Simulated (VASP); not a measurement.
Write the native input for VASP 6.6.1 that does the following.

* Task: single point
* Functional: PBEsol
* Potentials or basis: VASP PAW PBE potentials, release 64 (Ag)
* Cutoff: 520 eV
* k mesh: 18 × 18 × 10
* Occupations: gaussian, width 0.15 eV
* Spin: no spin polarisation
* Dipole correction: no
* Further INCAR settings: ALGO = Fast; EDIFF = 1e-06; NBANDS = 18

The structure of Ag lies in POSCAR:

```
Ag
1.0
    2.9299980804      0.0000000000      0.0000000000
   -1.4649990402      2.5374527707      0.0000000000
    0.0000000000      0.0000000000      4.9696250000
Ag
2
Direct
    0.3333333333      0.6666666667      0.2500000000
    0.6666666667      0.3333333333      0.7500000000
```

This cell differs from its parent crystal: strain +0.0375 x Voigt [0, 0, 1, 0, 0, 0].

One way to write it, as run:

INCAR

```
ALGO = Fast
EDIFF = 1E-6
ENCUT = 520
GGA = PS
ISIF = 2
ISMEAR = 0
LASPH = True
LCHARG = False
LREAL = False
LWAVE = False
NBANDS = 18
NELM = 80
PREC = Accurate
SIGMA = 0.15
```

KPOINTS

```
k-points
0
Gamma
  18 18 10
```

Potentials or basis: VASP PAW PBE potentials, release 64 (Ag).

The run is started by

```bash
$ cat potpaw_PBE.64/Ag/POTCAR > POTCAR
$ mpirun -np 1 vasp_std > vasp.out
```

Results of the run:

```yaml
Pressure: -8.8 GPa
Band_gap_on_the_k_mesh: zero (band 11 reaches 11.19 eV, above the bottom of band 12 at 3.89 eV)
```

Caveat: the cell differs from its parent crystal (strain +0.0375 x Voigt [0, 0, 1, 0, 0, 0]); the PAW data sets were made with another functional, which shifts forces and pressure a little.

Wall time 55 s on 1 thread of AMD EPYC 9R45 96-Core Processor (Zen 5), on a shared host, peak memory 0.22 GiB.
